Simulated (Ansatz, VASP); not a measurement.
**One calculation of Hf2W, two programs**

```
Hf W
1.0
     4.89342    0.00000    0.00000
    -2.44671    4.23782    0.00000
     0.00000    0.00000    2.81340
Hf W
2 1
Direct
  0.33333 0.66667 0.50000
  0.66667 0.33333 0.50000
  0.00000 0.00000 0.00000
```

Alike in both runs: functional PBE; k mesh 6 × 6 × 6; occupations gaussian, width 0.1 eV; no spin polarisation.

Ansatz relaxed the structure, and its values are those at the end. VASP's run is a single point on that final structure, the one shown.

|  | VASP | Ansatz |
| --- | --- | --- |
| version | VASP 6.6.1 | Ansatz 0.2.0 |
| potentials or method | VASP PAW PBE potentials, release 64 (Hf_pv, W_sv), cutoff 520 eV | scalar-relativistic, plane waves, PAW |
| valence electrons in the cell | 34 | 66 |

VASP gave:

- gap on the k mesh at the Fermi level (eV): none
- pressure (GPa): -0.6

Question: Which values does Ansatz return?

Answer: gap on the k mesh at the Fermi level (eV): none; pressure (GPa): 0.0.

A gap of «none» marks a metal or a gap that the smearing closes. VASP's potentials hold 34 valence electrons a cell and Ansatz's 66, so a difference there can come from the potentials and not from the codes.

The k mesh is coarse, so the values compare programs but aren't converged. Spin-orbit coupling is off throughout.
